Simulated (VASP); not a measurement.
# Ta3H in VASP: notebook, part 2 of 2

VASP 6.6.1. The steps go on from the part before.

## (5) Single point, PBE, collinear spin, ferromagnetic start

File INCAR:

```
SYSTEM = Ta3H
  PREC = Accurate
  ENCUT = 520
  EDIFF = 1E-6
  ISMEAR = 0
  SIGMA = 0.1
  LREAL = .False.
  LASPH = .True.
  NELM = 150
  ALGO = Normal
  ISIF = 2
  LWAVE = .False.
  LCHARG = .False.
  ISPIN = 2
  MAGMOM = 0 0 0 1
  LORBIT = 11
  LMAXMIX = 4
  LDIPOL = .True.
  IDIPOL = 3
  DIPOL = 0.5 0.5 0.347
  GGA = PE
  NBANDS = 29
```

File KPOINTS:

```
Automatic mesh
0
Gamma
  10 10 1
  0 0 0
```

File POSCAR:

```
Ta3H
1.0
    2.8743098520      0.0000000000      0.0000000000
   -0.9581032840      2.7099253168      0.0000000000
    0.0000000000      0.0000000000     21.5266897253
Ta H
3 1
Direct
    0.5000000000      0.5000000000      0.1858158431
    0.0000000000      0.0000000000      0.2909732295
    0.5000000000      0.5000000000      0.3960985100
    0.5000000000      0.5000000000      0.5154851892
```

Potentials or basis: VASP PAW PBE potentials, release 64 (Ta_pv, H).

Started as:

```console
> cat potpaw_PBE.64/Ta_pv/POTCAR potpaw_PBE.64/H/POTCAR > POTCAR
> mpirun -np 1 vasp_std > vasp.out
```

OUTCAR:

```text
SYSTEM = Ta3H
   PREC = Accurate
   ENCUT = 520
   EDIFF = 1E-6
   ISMEAR = 0
   LREAL = .False.
   LASPH = .True.
   NELM = 150
   ISIF = 2
   ISPIN = 2
   LORBIT = 11
   GGA = PE

 ion  position               nearest neighbor table
   1  0.500  0.500  0.186-   2 2.81   2 2.81   2 3.26   2 3.26
   2  0.000  0.000  0.291-   3 2.81   3 2.81   1 2.81   1 2.81   3 3.26   3 3.26   1 3.26   1 3.26

   3  0.500  0.500  0.396-   2 2.81   2 2.81   2 3.26   2 3.26
   4  0.500  0.500  0.515-

  LATTYP: Found a base centered orthorhombic cell.
 ALAT       =     3.3189671336
 B/A-ratio  =     1.4142135624
 C/A-ratio  =     6.4859604988

  Lattice vectors:

 A1 = (   2.8743098520,   0.0000000000,   0.0000000000)
 A2 = (  -0.9581032840,   2.7099253168,   0.0000000000)
 A3 = (   0.0000000000,   0.0000000000,  21.5266897253)

Analysis of symmetry for initial positions (statically):
=====================================================================
 Subroutine PRICEL returns:
 Original cell was already a primitive cell.

 Routine SETGRP: Setting up the symmetry group for a
 base centered orthorhombic supercell.

 Subroutine GETGRP returns: Found  4 space group operations
 (whereof  4 operations were pure point group operations)
 out of a pool of  8 trial point group operations.

The static configuration has the point symmetry C_2v.

Analysis of symmetry for dynamics (positions and initial velocities):
=====================================================================
 Subroutine PRICEL returns:
 Original cell was already a primitive cell.

 Routine SETGRP: Setting up the symmetry group for a
 base centered orthorhombic supercell.

 Subroutine GETGRP returns: Found  4 space group operations
 (whereof  4 operations were pure point group operations)
 out of a pool of  8 trial point group operations.

The dynamic configuration has the point symmetry C_2v.

Analysis of structural, dynamic, and magnetic symmetry:
=====================================================================
[... 174 lines left out ...]
 spin component 1

 k-point     1 :       0.0000    0.0000    0.0000
  band No.  band energies     occupation
      1     -36.1354      1.00000
      2     -35.8256      1.00000
      3     -35.4968      1.00000
      4     -35.2809      1.00000
      5     -35.2628      1.00000
      6     -35.0873      1.00000
[... 757 lines left out ...]
     28       6.8822      0.00000
     29       7.1708      0.00000

 [... further k-points ...]

 spin component 2

 k-point     1 :       0.0000    0.0000    0.0000
  band No.  band energies     occupation
      1     -36.1592      1.00000
      2     -35.8468      1.00000
      3     -35.5343      1.00000
      4     -35.3026      1.00000
      5     -35.2974      1.00000
      6     -35.0908      1.00000
[... 757 lines left out ...]
     28       7.0496      0.00000
     29       7.1811      0.00000

 [... further k-points ...]

------------------------ aborting loop because EDIFF is reached ----------------------------------------

 vacuum level on the upper side and lower side of the slab       (xc-potential included)         0.628        -0.567

  FORCE on cell =-STRESS in cart. coord.  units (eV):
  Direction    XX          YY          ZZ          XY          YZ          ZX
  --------------------------------------------------------------------------------------
  -------------------------------------------------------------------------------------
  Total       -2.8261002     -2.5381943     -2.9979944      0.4071604      0.0000000      0.0000000
  in kB      -27.0041167    -24.2531016    -28.6466107      3.8905229      0.0000000      0.0000000
  external PRESSURE =     -26.6346097 kB  Pullay stress =       0.0000000 kB

 VOLUME and BASIS-vectors are now :
 -----------------------------------------------------------------------------
  energy-cutoff  :      520.00
  volume of cell :      167.67
      direct lattice vectors                 reciprocal lattice vectors
     2.874309852  0.000000000  0.000000000     0.347909603  0.123004620  0.000000000
    -0.958103284  2.709925317  0.000000000     0.000000000  0.369013859  0.000000000
     0.000000000  0.000000000 21.526689725     0.000000000  0.000000000  0.046453961

 POSITION                                       TOTAL-FORCE (eV/Angst)
 -----------------------------------------------------------------------------------
      0.95810      1.35496      4.00000        -0.000000      0.000000      0.022872
      0.00000      0.00000      6.26369         0.000000      0.000000     -0.349836
      0.95810      1.35496      8.52669         0.000000      0.000000      1.750624
      0.95810      1.35496     11.09669        -0.000000      0.000000     -1.423659
 -----------------------------------------------------------------------------------
    total drift:                               -0.000000     -0.000000      0.000040

  FREE ENERGIE OF THE ION-ELECTRON SYSTEM (eV)
  ---------------------------------------------------
  free  energy   TOTEN  =       -34.9854175955 eV

  energy  without entropy=      -34.9642822885  energy(sigma->0) =      -34.97484994

 vacuum level on the upper side and lower side of the slab         4.381         3.088

 total charge

# of ion       s       p       d       tot
------------------------------------------
    1        0.376   6.094   2.375   8.845
    2        0.373   6.185   2.393   8.952
    3        0.370   6.105   2.339   8.815
    4        0.381   0.001   0.000   0.383
--------------------------------------------------
tot          1.501  18.386   7.107  26.994

 magnetization (x)

# of ion       s       p       d       tot
------------------------------------------
    1       -0.000  -0.003  -0.021  -0.024
    2        0.000   0.006   0.007   0.013
    3       -0.005  -0.008  -0.058  -0.071
    4        0.193  -0.000   0.000   0.193
--------------------------------------------------
tot          0.188  -0.005  -0.072   0.111
```

OSZICAR:

```text
N       E                     dE             d eps       ncg     rms          rms(c)
DAV:   1     0.242017331054E+03    0.24202E+03   -0.18300E+04  4380   0.989E+02
DAV:   2    -0.279453637360E+02   -0.26996E+03   -0.26115E+03  4484   0.282E+02
DAV:   3    -0.371865522708E+02   -0.92412E+01   -0.88948E+01  4549   0.482E+01
[... 29 lines left out ...]
DAV:  33    -0.349854090379E+02   -0.73638E-05   -0.29557E-07  3397   0.122E-03    0.303E-04
DAV:  34    -0.349854137033E+02   -0.46654E-05   -0.10698E-07  3180   0.834E-04    0.308E-04
DAV:  35    -0.349854160786E+02   -0.23753E-05   -0.45582E-08  2930   0.496E-04    0.240E-04
DAV:  36    -0.349854171112E+02   -0.10326E-05   -0.33296E-08  2901   0.399E-04    0.131E-04
DAV:  37    -0.349854175955E+02   -0.48426E-06   -0.12825E-08  2742   0.209E-04
   1 F= -.34985418E+02 E0= -.34974850E+02  d E =-.211353E-01  mag=     0.2900
```

Wall time 20 min (1 thread of AMD EPYC 7R43 (Zen 3), shared host); peak memory 0.48 GiB.

Results:

* Free energy: -34.9854 eV
* Largest force: 1.751 eV/Å
* Net moment: 0.29 μB per cell
* Site moments: Ta -0.02, +0.01, -0.07; H +0.19 μB
* Valence electrons inside the program's atomic spheres: Ta 8.85, 8.95, 8.81; H 0.38

Forces in eV/Å, atoms in the order of the input:
```
Ta   0.000  0.000  0.023
Ta   0.000  0.000 -0.350
Ta   0.000  0.000  1.751
H    0.000  0.000 -1.424
```
